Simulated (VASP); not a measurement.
A run of VASP 6.6.1 is set up as follows.

INCAR

```
PREC = Accurate ; ENCUT = 520
EDIFF = 1E-7 ; ISMEAR = 0
SIGMA = 0.1 ; LREAL = F
LASPH = T ; NELM = 80
ALGO = Normal ; ISIF = 2
LWAVE = F ; LCHARG = T
GGA = PE ; LELF = T
LVHAR = T ; NBANDS = 28
```

File KPOINTS:

```
regular mesh
0
Gamma
  6 6 4
```

Contents of POSCAR:

```
HgH
1.0
    5.0344439966      0.0000000000      0.0000000000
   -2.5172219983      4.3599563950      0.0000000000
    0.0000000000      0.0000000000      4.0618809518
Hg H
3 3
Direct
    0.5000000000      0.0000000000      0.0000000000
    0.5000000000      0.5000000000      0.0000000000
    0.0000000000      0.5000000000      0.0000000000
    0.0000000000      0.0000000000      0.0000000000
    0.3333333333      0.6666666667      0.5000000000
    0.6666666667      0.3333333333      0.5000000000
```

Potentials or basis: VASP PAW PBE potentials, release 64 (Hg, H).

Command:

```bash
$ cat potpaw_PBE.64/Hg/POTCAR potpaw_PBE.64/H/POTCAR > POTCAR
$ mpirun -np 1 vasp_std > vasp.out
```

Question: Estimate the pressure.

Answer: 25.3 GPa.

Stress tensor (GPa, compression positive):
```
36.94  0.00  0.00
 0.00 36.94  0.00
 0.00  0.00  2.04
```

Caveat: the k points lie up to 0.39 Å⁻¹ apart.
